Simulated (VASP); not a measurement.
AlRu:

```
CELL_PARAMETERS angstrom
2.95337 0.00000 0.00000
0.00000 2.95337 0.00000
0.00000 0.00000 2.95337
ATOMIC_POSITIONS crystal
Al 0.00000 0.00000 0.00000
Ru 0.50000 0.50000 0.50000
```

Base run:

- Program: VASP 6.6.1
- Functional: LDA
- Potentials or basis: VASP PAW LDA potentials, release 64 (Al, Ru_pv)
- Cutoff: 520 eV
- k mesh: 12 × 12 × 12
- Occupations: fermi-dirac, width 0.05 eV
- Spin: no spin polarisation

Its results: pressure 0.6 GPa.

Problem. The run is repeated on the same cell with these changes: occupations from fermi-dirac, width 0.05 eV to tetrahedron. What comes out?

Solution. Pressure 1.2 GPa.
